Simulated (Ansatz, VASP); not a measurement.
SnO: VASP beside Ansatz

```
Sn O
1.0
     3.29264    0.00000    0.00000
    -1.64632    2.85151    0.00000
     0.00000    0.00000    9.00400
Sn O
2 2
Direct
  0.33333 0.66667 0.99406
  0.66667 0.33333 0.49406
  0.33333 0.66667 0.38094
  0.66667 0.33333 0.88094
```

Alike in both runs: task single point; functional PBE; k mesh 9 × 9 × 2; no spin polarisation.

```csv
,VASP,Ansatz
version,VASP 6.6.1,Ansatz 0.2.0
potentials or method,"VASP PAW PBE potentials, release 64 (Sn_d, O)","plane waves, PAW"
plane-wave cutoff (eV),520,420
occupations,"gaussian, width 0.01 eV",fixed
valence electrons in the cell,40,40
```

```tsv
	VASP	Ansatz	Ansatz less VASP
gap on the k mesh at the Fermi level (eV)	1.35	1.38	+0.031
pressure (GPa)	4.4	4.2	-0.23
traceless stress, the component that is largest in VASP (GPa)	-1.22	-1.11	+0.110
rms of the force components (eV/Å)	0.390	0.349	-0.0411
```

Atom by atom the forces differ by 0.041 eV/Å (rms over components).
